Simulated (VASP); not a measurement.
# Na (Im-3m) in VASP: further runs

Na is run at these levels: PBEsol; tasks: single point, relaxation of cell and atoms.

Program: VASP 6.6.1. These are calculated values, not measurements. Logs are shortened: lines on timing, memory, paths and dates and some standing lists are left out, and cuts for length are marked.

### Step 1. The cell of the first run

Symmetry: Im-3m, No. 229, cubic system. The conventional cell has a = 4.208 Å, b = 4.208 Å, c = 4.208 Å, α = 90.00°, β = 90.00°, γ = 90.00°. Na (site symmetry m-3m) has 14 Na at 3.64 to 4.21 Å within 4.8 Å.

### Step 2. Single point, PBEsol

INCAR

```
SYSTEM = Na
ALGO = Fast
EDIFF = 1E-7
ENCUT = 520
GGA = PS
ISIF = 2
ISMEAR = 0
LASPH = .TRUE.
LCHARG = .TRUE.
LELF = .TRUE.
LREAL = .FALSE.
LVHAR = .TRUE.
LWAVE = .FALSE.
NBANDS = 10
NELM = 80
PREC = Accurate
SIGMA = 0.1
```

KPOINTS

```
k-points
0
G
  6 6 6
  0 0 0
```

POSCAR

```
Na
1.0
   -2.1040268000      2.1040268000      2.1040268000
    2.1040268000     -2.1040268000      2.1040268000
    2.1040268000      2.1040268000     -2.1040268000
Na
1
Direct
    0.0000000000      0.0000000000      0.0000000000
```

Potentials or basis: VASP PAW PBE potentials, release 64 (Na_pv).

Launch:

```
cat potpaw_PBE.64/Na_pv/POTCAR > POTCAR
mpirun -np 1 vasp_std > vasp.out
```

OUTCAR:

```text
SYSTEM = Na
   EDIFF = 1E-7
   ENCUT = 520
   GGA = PS
   ISIF = 2
   ISMEAR = 0
   LASPH = .TRUE.
   LREAL = .FALSE.
   NELM = 80
   PREC = Accurate

 ion  position               nearest neighbor table
   1  0.000  0.000  0.000-

  LATTYP: Found a body centered cubic cell.
 ALAT       =     4.2080536000

  Lattice vectors:

 A1 = (  -2.1040268000,   2.1040268000,   2.1040268000)
 A2 = (   2.1040268000,  -2.1040268000,   2.1040268000)
 A3 = (   2.1040268000,   2.1040268000,  -2.1040268000)

Analysis of symmetry for initial positions (statically):
=====================================================================
 Subroutine PRICEL returns:
 Original cell was already a primitive cell.

 Routine SETGRP: Setting up the symmetry group for a
 body centered cubic supercell.

 Subroutine GETGRP returns: Found 48 space group operations
 (whereof 48 operations were pure point group operations)
 out of a pool of 48 trial point group operations.

The static configuration has the point symmetry O_h .

Analysis of symmetry for dynamics (positions and initial velocities):
=====================================================================
 Subroutine PRICEL returns:
 Original cell was already a primitive cell.

 Routine SETGRP: Setting up the symmetry group for a
 body centered cubic supercell.

 Subroutine GETGRP returns: Found 48 space group operations
 (whereof 48 operations were pure point group operations)
 out of a pool of 48 trial point group operations.

The dynamic configuration has the point symmetry O_h .

 Subroutine INISYM returns: Found 48 space group operations
 (whereof 48 operations are pure point group operations),
 and found     1 'primitive' translations

----------------------------------------------------------------------------------------

                                     Primitive cell

  volume of cell :      37.2575

  direct lattice vectors                    reciprocal lattice vectors
    -2.104026800  2.104026800  2.104026800     0.000000000  0.237639559  0.237639559
     2.104026800 -2.104026800  2.104026800     0.237639559  0.000000000  0.237639559
     2.104026800  2.104026800 -2.104026800     0.237639559  0.237639559  0.000000000

  length of vectors
     3.644281318  3.644281318  3.644281318     0.336073087  0.336073087  0.336073087

  position of ions in fractional coordinates (direct lattice)
     0.000000000  0.000000000  0.000000000

  ion indices of the primitive-cell ions
   primitive index   ion index
                 1           1

----------------------------------------------------------------------------------------

 KPOINTS: k-points

Automatic generation of k-mesh.
 Grid dimensions read from file:
 generate k-points for:    6    6    6

 Generating k-lattice:

  Cartesian coordinates                     Fractional coordinates (reciprocal lattice)
     0.000000000  0.039606593  0.039606593     0.166666667  0.000000000  0.000000000
     0.039606593  0.000000000  0.039606593     0.000000000  0.166666667  0.000000000
     0.039606593  0.039606593  0.000000000     0.000000000  0.000000000  0.166666667

  Length of vectors
     0.056012181  0.056012181  0.056012181

  Shift w.r.t. Gamma in fractional coordinates (k-lattice)
     0.000000000  0.000000000  0.000000000

 Subroutine IBZKPT returns following result:
 ===========================================

 Found     16 irreducible k-points:

 Following reciprocal coordinates:
            Coordinates               Weight
  0.000000  0.000000  0.000000      1.000000
  0.166667  0.000000  0.000000     12.000000
  0.333333  0.000000  0.000000     12.000000
  0.500000  0.000000  0.000000      6.000000
  0.166667  0.166667  0.000000     24.000000
  0.333333  0.166667 -0.000000     48.000000
[... 8 lines left out ...]
  0.500000  0.500000  0.333333     12.000000
  0.500000  0.500000  0.500000      1.000000
   k-points           NKPTS =     16   k-points in BZ     NKDIM =     16   number of bands    NBANDS=     10
   number of dos      NEDOS =    301   number of ions     NIONS =      1
   total plane-waves  NPLWV =  21952
   dimension x,y,z NGX =    28 NGY =   28 NGZ =   28
   dimension x,y,z NGXF=    56 NGYF=   56 NGZF=   56
   ions per type =               1
   NGX,Y,Z   is equivalent  to a cutoff of  12.77, 12.77, 12.77 a.u.
   NGXF,Y,Z  is equivalent  to a cutoff of  25.55, 25.55, 25.55 a.u.
 SYSTEM =  Na
   PREC   = accura    normal or accurate (medium, high low for compatibility)
   ISTART =      0    job   : 0-new  1-cont  2-samecut
   ICHARG =      2    charge: 1-file 2-atom 10-const
   ISPIN  =      1    spin polarized calculation?
   LNONCOLLINEAR =      F non collinear calculations
   LSORBIT =      F    spin-orbit coupling
   LASPH  =      T    aspherical Exc in radial PAW
   ENCUT  =  520.0 eV  38.22 Ry    6.18 a.u.   6.78  6.78  6.78*2*pi/ulx,y,z
   NELM   =     80;   NELMIN=  2; NELMDL= -5     # of ELM steps
   EDIFF  = 0.1E-06   stopping-criterion for ELM
   LREAL  =      F    real-space projection
   EDIFFG = 0.1E-05   stopping-criterion for IOM
   NSW    =      0    number of steps for IOM
   IBRION =     -1    ionic relax: 0-MD 1-quasi-New 2-CG
   NFREE  =      0    steps in history (QN), initial steepest desc. (CG)
   ISIF   =      2    stress and relaxation
   ISYM   =      2    0-nonsym 1-usesym 2-fastsym
   POTIM  = 0.5000    time-step for ionic-motion
   TEBEG  =    0.0;   TEEND  =   0.0 temperature during run
   PSTRESS=    0.0 pullay stress
   NELECT =       7.0000    total number of electrons
   NUPDOWN=      -1.0000    fix difference up-down
   EMIN   =  10.00;   EMAX   =-10.00  energy-range for DOS
   EFERMI =   0.00;   METHOD = LEGACY
   ISMEAR =     0;   SIGMA  =   0.10  broadening in eV -4-tet -1-fermi 0-gaus
   EFERMI_NEDOS =   21; number of points for ismear=-14 and -15
   IALGO  =     68    algorithm
   IMIX   =      4    mixing-type and parameters
     AMIX     =   0.40;   BMIX     =  1.00
     AMIX_MAG =   1.60;   BMIX_MAG =  1.00
  volume/ion in A,a.u.               =      37.26       251.43
  Fermi-wavevector in a.u.,A,eV,Ry     =   0.937640  1.771883 11.961824  0.879169
  Thomas-Fermi vector in A             =   2.064772
   LORBIT       =      0    0 simple, 1 ext, 2 COOP (PROOUT), +10 PAW based schemes
   GGA     = PS    functional components
   LHFCALC =     F    Hartree Fock is set to
   AEXX    =    0.0000 exact exchange contribution
   IVDW    =     0    specifies the selected vdW correction
   LEPSILON=     F    determine dielectric tensor
   LRPA    =     F    only Hartree local field effects (RPA)
 non-spin polarized calculation
 RMM-DIIS sequential band-by-band and
 Gauss-broadening in eV      SIGMA  =   0.10
  energy-cutoff  :      520.00
  volume of cell :       37.26
 maximum number of plane-waves:      1048
   NGX = 13   NGY = 13   NGZ = 13

 number of electron       7.0000007 magnetization

 Free energy of the ion-electron system (eV)
  ---------------------------------------------------
  ext. energy  EPLUGINS =         0.00000000
  ---------------------------------------------------
  free energy    TOTEN  =        -1.36857542 eV

  energy without entropy =       -1.35619205  energy(sigma->0) =       -1.36238373

 E-fermi :   0.3183     XC(G=0):  -6.4880

 val. band max:       -0.1276790434   @ k =   0.1667   0.1667   0.1667
 cond. band min:       0.3294334315   @ k =   0.3333   0.1667  -0.0000
 fundamental gap:      0.4571124749
 Fermi energy:         0.3183098863

 k-point     1 :       0.0000    0.0000    0.0000
  band No.  band energies     occupation
      1     -24.4991      2.00000
      2     -24.4991      2.00000
      3     -24.4991      2.00000
      4      -2.9756      2.00000
      5      11.9910      0.00000
      6      11.9910      0.00000
      7      11.9910      0.00000
      8      12.9924      0.00000
      9      12.9924      0.00000
     10      13.5323      0.00000

 k-point     2 :       0.1667    0.0000    0.0000
  band No.  band energies     occupation
      1     -24.5081      2.00000
      2     -24.5021      2.00000
      3     -24.4991      2.00000
      4      -2.4897      2.00000
      5       8.3228      0.00000
      6      10.3009      0.00000
      7      10.8276      0.00000
      8      11.1865      0.00000
      9      12.0463      0.00000
     10      14.1310      0.00000

 k-point     3 :       0.3333    0.0000    0.0000
  band No.  band energies     occupation
      1     -24.5258      2.00000
      2     -24.5081      2.00000
      3     -24.4991      2.00000
      4      -1.0588      2.00000
      5       4.4295      0.00000
      6       8.9337      0.00000
      7       9.7718      0.00000
      8       9.9362      0.00000
      9      11.0633      0.00000
     10      15.2245      0.00000

 k-point     4 :       0.5000    0.0000    0.0000
  band No.  band energies     occupation
      1     -24.5345      2.00000
      2     -24.5111      2.00000
      3     -24.4990      2.00000
      4       1.0379      0.00000
      5       1.5123      0.00000
      6       8.4713      0.00000
      7       9.4129      0.00000
      8       9.5206      0.00000
      9      10.6402      0.00000
     10      16.4231      0.00000
[... 118 lines left out ...]
 k-point    14 :      -0.3333    0.3333    0.3333
  band No.  band energies     occupation
      1     -24.5224      2.00000
      2     -24.5181      2.00000
      3     -24.5181      2.00000
      4       0.7899      0.00000
      5       5.7381      0.00000
      6       5.9820      0.00000
      7       5.9820      0.00000
      8       7.7034      0.00000
      9      11.9673      0.00000
     10      15.7095      0.00000

 k-point    15 :       0.5000    0.5000    0.3333
  band No.  band energies     occupation
      1     -24.5272      2.00000
      2     -24.5214      2.00000
      3     -24.5184      2.00000
      4       2.7748      0.00000
      5       3.2978      0.00000
      6       5.5708      0.00000
      7       6.1204      0.00000
      8       8.0936      0.00000
      9       9.7903      0.00000
     10      15.7906      0.00000

 k-point    16 :       0.5000    0.5000    0.5000
  band No.  band energies     occupation
      1     -24.5248      2.00000
      2     -24.5248      2.00000
      3     -24.5248      2.00000
      4       4.7975      0.00000
      5       4.7975      0.00000
      6       5.1621      0.00000
      7       5.1621      0.00000
      8       5.1621      0.00000
      9       8.0050      0.00000
     10      19.7191      0.00000

------------------------ aborting loop because EDIFF is reached ----------------------------------------

  FORCE on cell =-STRESS in cart. coord.  units (eV):
  Direction    XX          YY          ZZ          XY          YZ          ZX
  --------------------------------------------------------------------------------------
  -------------------------------------------------------------------------------------
  Total       -0.0143240     -0.0143240     -0.0143240      0.0000000      0.0000000     -0.0000000
  in kB       -0.6159732     -0.6159732     -0.6159732      0.0000000      0.0000000     -0.0000000
  external PRESSURE =      -0.6159732 kB  Pullay stress =       0.0000000 kB

 VOLUME and BASIS-vectors are now :
 -----------------------------------------------------------------------------
  energy-cutoff  :      520.00
  volume of cell :       37.26
      direct lattice vectors                 reciprocal lattice vectors
    -2.104026800  2.104026800  2.104026800     0.000000000  0.237639559  0.237639559
     2.104026800 -2.104026800  2.104026800     0.237639559  0.000000000  0.237639559
     2.104026800  2.104026800 -2.104026800     0.237639559  0.237639559  0.000000000

 POSITION                                       TOTAL-FORCE (eV/Angst)
 -----------------------------------------------------------------------------------
      0.00000      0.00000      0.00000         0.000000      0.000000     -0.000000
 -----------------------------------------------------------------------------------
    total drift:                               -0.000000     -0.000000      0.000000

  FREE ENERGIE OF THE ION-ELECTRON SYSTEM (eV)
  ---------------------------------------------------
  free  energy   TOTEN  =        -1.3685754177 eV

  energy  without entropy=       -1.3561920468  energy(sigma->0) =       -1.36238373
```

Run time: 19 s. Hardware: 1 thread of AMD EPYC 7R13, shared host; peak memory 0.11 GiB.

What came out:

| Property | Result |
| --- | --- |
| Free energy | -1.3686 eV |
| Pressure | -0.1 GPa |

Caveat: the PAW data sets were made with another functional, which shifts forces and pressure a little.

### Step 3. Single point, PBEsol

This run uses another cell than the first one, of 36.25 Å³/atom, 0.973 times its volume.

INCAR

```
  ALGO = Fast
  EDIFF = 1E-7
  ENCUT = 520
  GGA = PS
  ISIF = 2
  ISMEAR = 0
  LASPH = True
  LCHARG = True
  LELF = True
  LREAL = False
  LVHAR = True
  LWAVE = False
  NBANDS = 10
  NELM = 80
  PREC = Accurate
  SIGMA = 0.1
```

KPOINTS

```
k-points
0
Gamma
  14 14 14
```

POSCAR

```
Na
1.0
   -2.0848846317      2.0848846317      2.0848846317
    2.0848846317     -2.0848846317      2.0848846317
    2.0848846317      2.0848846317     -2.0848846317
Na
1
Direct
    0.0000000000      0.0000000000      0.0000000000
```

Potentials or basis: VASP PAW PBE potentials, release 64 (Na_pv).

Launch:

```
cat potpaw_PBE.64/Na_pv/POTCAR > POTCAR
mpirun -np 1 vasp_std > vasp.out
```

It took 91 s on 1 thread of AMD EPYC 7R13, shared host; peak memory 0.13 GiB.

The run converged. Its results:

| Property | Result |
| --- | --- |
| Free energy | -1.4004 eV |
| Pressure | 0.1 GPa |

Levels at points of the mesh, in eV from the Fermi level:
```
           k point  band 1  band 2  band 3  band 4  band 5  band 6  band 7  band 8
(0.00, 0.00, 0.00)  -24.74  -24.74  -24.74   -3.30   11.90   11.90   11.90   12.92
(0.50, 0.00, 0.00)  -24.78  -24.76  -24.74    0.78    1.28    8.32    9.34    9.42
(0.50, 0.50, 0.50)  -24.77  -24.77  -24.77    4.58    4.58    4.99    4.99    4.99
```

Caveat: the PAW data sets were made with another functional, which shifts forces and pressure a little.

### Step 4. Relaxation of cell and atoms, PBEsol

INCAR

```
SYSTEM = Na
PREC = Accurate
ENCUT = 600
EDIFF = 1E-6
ISMEAR = 0
SIGMA = 0.1
LREAL = .False.
LASPH = .True.
NELM = 100
ALGO = Fast
ISIF = 3
LWAVE = .False.
LCHARG = .False.
GGA = PS
IBRION = 2
NSW = 100
EDIFFG = -0.005
```

KPOINTS

```
Automatic mesh
0
Gamma
  14 14 14
  0 0 0
```

POSCAR

```
Na
1.0
   -2.1040268000      2.1040268000      2.1040268000
    2.1040268000     -2.1040268000      2.1040268000
    2.1040268000      2.1040268000     -2.1040268000
Na
1
Direct
    0.0000000000      0.0000000000      0.0000000000
```

Potentials or basis: VASP PAW PBE potentials, release 64 (Na_pv).

Launch:

```
cat potpaw_PBE.64/Na_pv/POTCAR > POTCAR
mpirun -np 1 vasp_std > vasp.out
```

OUTCAR:

```text
SYSTEM = Na
   PREC = Accurate
   ENCUT = 600
   EDIFF = 1E-6
   ISMEAR = 0
   LREAL = .False.
   LASPH = .True.
   NELM = 100
   ISIF = 3
   GGA = PS
   IBRION = 2
   NSW = 100
   EDIFFG = -0.005

 ion  position               nearest neighbor table
   1  0.000  0.000  0.000-

  LATTYP: Found a body centered cubic cell.
 ALAT       =     4.2080536000

  Lattice vectors:

 A1 = (  -2.1040268000,   2.1040268000,   2.1040268000)
 A2 = (   2.1040268000,  -2.1040268000,   2.1040268000)
 A3 = (   2.1040268000,   2.1040268000,  -2.1040268000)

Analysis of symmetry for initial positions (statically):
[... 352 lines left out ...]
  ---------------------------------------------------
  ext. energy  EPLUGINS =         0.00000000
  ---------------------------------------------------
  free energy    TOTEN  =        -1.40055938 eV

  energy without entropy =       -1.39754288  energy(sigma->0) =       -1.39905113

 E-fermi :   0.3374     XC(G=0):  -6.5551

 val. band max:        0.3104310224   @ k =  -0.3571   0.4286   0.1429
 cond. band min:       0.3916603917   @ k =   0.3571   0.0714   0.0714
 fundamental gap:      0.0812293693
 Fermi energy:         0.3374244935

 k-point     1 :       0.0000    0.0000    0.0000
  band No.  band energies     occupation
      1     -24.4069      2.00000
      2     -24.4069      2.00000
      3     -24.4069      2.00000
      4      -2.9572      2.00000
      5      12.2286      0.00000
      6      12.2286      0.00000
      7      12.2286      0.00000
[... 221 lines left out ...]
 k-point    24 :       0.3571    0.2857    0.0000
  band No.  band energies     occupation
      1     -24.4364      2.00000
      2     -24.4304      2.00000
      3     -24.4116      2.00000
      4       2.0842      0.00000
      5       2.5131      0.00000
      6       3.8223      0.00000
      7       8.4885      0.00000

 [... further k-points ...]
[... 5 lines left out ...]
  --------------------------------------------------------------------------------------
  -------------------------------------------------------------------------------------
  Total        0.0015770      0.0015770      0.0015770      0.0000000     -0.0000000      0.0000000
  in kB        0.0695583      0.0695583      0.0695583      0.0000000     -0.0000000      0.0000000
  external PRESSURE =       0.0695583 kB  Pullay stress =       0.0000000 kB
[... 16 lines left out ...]
  FREE ENERGIE OF THE ION-ELECTRON SYSTEM (eV)
  ---------------------------------------------------
  free  energy   TOTEN  =        -1.4005593823 eV

  energy  without entropy=       -1.3975428766  energy(sigma->0) =       -1.39905113

 reached required accuracy - stopping structural energy minimisation
```

Wall time 3.7 min (1 thread of AMD EPYC 7R13, shared host); peak memory 0.15 GiB.

What came out:

| Property | Result |
| --- | --- |
| Free energy | -1.4006 eV |
| Relaxed volume | 36.32 Å³/atom |
| Relaxed cell | a = 3.614 Å, b = 3.614 Å, c = 3.614 Å, α = 109.47°, β = 109.47°, γ = 109.47° |
| Space group after relaxing (to 0.05 Å) | Im-3m (No. 229) |
| Energy gained by relaxing | 0.7 meV/atom |
| Ionic steps | 6 |
| Pressure after relaxing | 0.0 GPa |

Step by step:
```csv
step,energy change (eV),largest force (eV/Å),pressure (GPa),volume (Å³)
1,0.0000,0.0000,-0.05,37.26
2,-0.0001,0.0000,-0.15,37.19
3,-0.0003,0.0000,-0.08,36.99
4,-0.0006,0.0000,-0.07,36.60
5,-0.0006,0.0000,0.14,35.82
6,-0.0007,0.0000,0.01,36.32
```

Final structure:
```cif
data_structure
_symmetry_space_group_name_H-M 'P 1'
_symmetry_Int_Tables_number 1
_cell_length_a 3.6136
_cell_length_b 3.6136
_cell_length_c 3.6136
_cell_angle_alpha 109.471
_cell_angle_beta 109.471
_cell_angle_gamma 109.471
_cell_volume 36.32
loop_
_atom_site_label
_atom_site_type_symbol
_atom_site_fract_x
_atom_site_fract_y
_atom_site_fract_z
_atom_site_occupancy
Na1 Na 0.00000 0.00000 0.00000 1
```

Caveat: the PAW data sets were made with another functional, which shifts forces and pressure a little.

### Step 5. Summary

```csv
task,cell,k mesh,cutoff (eV),gap on the mesh (eV),pressure (GPa)
single point,"a = 3.644 Å, angles 109.5°, 1 atom",6 × 6 × 6,520,none,-0.1
single point,"a = 3.611 Å, angles 109.5°, 1 atom",14 × 14 × 14,520,none,0.1
relaxation of cell and atoms,"relaxed from a = 3.644 Å, angles 109.5°, 1 atom",14 × 14 × 14,600,none,0.0
```

Alike in all rows: level PBEsol; potentials or basis VASP PAW PBE potentials, release 64 (Na_pv); no spin polarisation; smearing gaussian 0.1 eV.

Caveats: the PAW data sets were made with another functional, which shifts forces and pressure a little.

Total energies depend on the potentials used, so only differences within one code and one set of settings carry meaning.
